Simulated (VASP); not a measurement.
TiW:

```xyz
2
Lattice="1.5897 -2.2704 0.0000 1.5897 2.2704 0.0000 0.0000 0.0000 4.4817" Properties=species:S:1:pos:R:3 pbc="T T T"
Ti    0.0000    0.0000    0.0000
W     1.5897    0.0000    2.2409
```

| Property | Result |
| --- | --- |
| Program | VASP 6.6.1 |
| Task | relaxation of cell and atoms |
| Functional | PBEsol |
| Potentials or basis | VASP PAW PBE potentials, release 64 (Ti_sv, W_sv) |
| Cutoff | 600 eV |
| k mesh | 16 × 16 × 10 |
| Occupations | gaussian, width 0.1 eV |
| Spin | no spin polarisation |

At the start: pressure -6.6 GPa; volume 16.18 Å³/atom.

Question: Where does the relaxation end?

Answer: Over 10 steps the energy falls by 11.2 meV/atom and the volume is 15.64 Å³/atom (-3.3 %); space group Cmmm (No. 65, to 0.1 Å) before and after.

The path:
```csv
step,energy change (eV),largest force (eV/Å),pressure (GPa),volume (Å³)
1,0.0000,0.0000,-6.56,32.35
2,0.0665,0.0000,15.36,29.35
3,-0.0222,0.0000,-0.14,31.32
4,-0.0222,0.0000,-0.01,31.30
5,-0.0222,0.0000,0.13,31.28
6,-0.0224,0.0000,0.12,31.27
7,-0.0224,0.0000,0.13,31.27
8,-0.0224,0.0000,0.14,31.27
9,-0.0224,0.0000,-0.24,31.33
10,-0.0224,0.0000,0.00,31.29
```

Final structure:
```yaml
crystal:
  lattice:
    - [1.57022, -2.25190, 0.00000]
    - [1.57022, 2.25190, 0.00000]
    - [0.00000, 0.00000, 4.42390]
  atoms:
    - { symbol: Ti, position: [0.00000, 0.00000, 0.00000] }
    - { symbol: W, position: [0.50000, 0.50000, 0.50000] }
```

Caveat: the PAW data sets were made with another functional, which shifts forces and pressure a little.
